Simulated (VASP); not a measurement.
**Sr: single point with PBE**

The system is Sr.

```
CELL_PARAMETERS angstrom
0.00000 3.04235 3.04235
3.04235 0.00000 3.04235
3.04235 3.04235 0.00000
ATOMIC_POSITIONS crystal
Sr 0.00000 0.00000 0.00000
```

```json
{
 "Program": "VASP 6.6.1",
 "Task": "single point",
 "Functional": "PBE",
 "Potentials or basis": "VASP PAW PBE potentials, release 64 (Sr_sv)",
 "Cutoff": "520 eV",
 "k mesh": "14 × 14 × 14",
 "Occupations": "gaussian, width 0.15 eV",
 "Spin": "no spin polarisation",
 "Dipole correction": "no",
 "Further INCAR settings": "ALGO = Normal; EDIFF = 1e-07; NBANDS = 11"
}
```

```json
{"Pressure": "-0.3 GPa", "Band gap on the k mesh": "zero (band 5 reaches 1.56 eV, above the bottom of band 6 at 1.51 eV)"}
```

Levels at points of the mesh, in eV from the Fermi level:
```
           k point  band 3  band 4  band 5  band 6  band 7  band 8
(0.00, 0.00, 0.00)  -18.56  -18.56   -3.60    2.32    2.32    2.32
(0.50, 0.00, 0.00)  -18.58  -18.58   -1.10    0.04    2.17    2.17
(0.50, 0.50, 0.00)  -18.62  -18.62   -0.61    0.37    1.01    4.77
```

Wall time 42 s on 1 thread of Intel(R) Xeon(R) Platinum 8488C (Sapphire Rapids), on a shared host, peak memory 0.21 GiB.
